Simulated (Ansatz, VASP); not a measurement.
**Ge in VASP and in Ansatz**

```
Ge
1.0
    -2.57449    2.57449    1.39741
     2.57449   -2.57449    1.39741
     2.57449    2.57449   -1.39741
Ge
2
Direct
  0.50000 0.50000 0.00000
  0.25000 0.75000 0.50000
```

Alike in both runs: task relaxation of cell and atoms; functional PBEsol; k mesh 11 × 11 × 11; occupations fermi-dirac, width 0.05 eV; no spin polarisation.

|  | VASP | Ansatz |
| --- | --- | --- |
| version | VASP 6.6.1 | Ansatz 0.2.0 |
| potentials or method | VASP PAW PBE potentials, release 64 (Ge_d) | Ansatz PAW |
| plane-wave cutoff (eV) | 600 | 420 |
| valence electrons in the cell | 28 | 28 |

```tsv
	VASP	Ansatz	Ansatz less VASP
gap on the k mesh at the Fermi level, each at its own relaxed structure (eV)	none	none	-
relaxed volume (Å³/atom)	18.39	18.38	-0.013
relaxed cell length with the largest relative difference (Å)	3.893	3.892	-0.0015
```

VASP's potentials were made for PBE, not for PBEsol. A gap of «none» marks a metal or a gap that the smearing closes.

Noted on Ansatz's run: the plane-wave basis is chosen anew once the cell has moved, so the energies of steps on either side of that aren't comparable.
